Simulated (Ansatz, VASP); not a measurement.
Two plane-wave programs on BaO

```xyz
2
Lattice="0.0000 2.7451 2.7451 2.7451 0.0000 2.7451 2.7451 2.7451 0.0000" Properties=species:S:1:pos:R:3 pbc="T T T"
Ba    0.0000    0.0000    0.0000
O     2.7451    2.7451    2.7451
```

Alike in both runs: functional PBEsol; k mesh 8 × 8 × 8; occupations gaussian, width 0.02 eV; no spin polarisation.

Ansatz relaxed the structure, and its values are those at the end. VASP's run is a single point on that final structure, the one shown.

|  | VASP | Ansatz |
| --- | --- | --- |
| version | VASP 6.6.1 | Ansatz 0.2.0 |
| potentials or method | VASP PAW PBE potentials, release 64 (Ba_sv, O), cutoff 600 eV | scalar-relativistic, plane waves, PAW |
| valence electrons in the cell | 16 | 16 |

|  | VASP | Ansatz | Ansatz less VASP |
| --- | --- | --- | --- |
| gap on the k mesh at the Fermi level (eV) | 1.77 | 1.84 | +0.071 |
| least direct gap on the mesh (eV) | 1.77 | 1.84 | +0.071 |
| pressure (GPa) | 1.8 | 0.0 | -1.83 |

VASP's potentials were made for PBE, not for PBEsol, and Ansatz warns of the same on its side.

Spin-orbit coupling is off throughout.
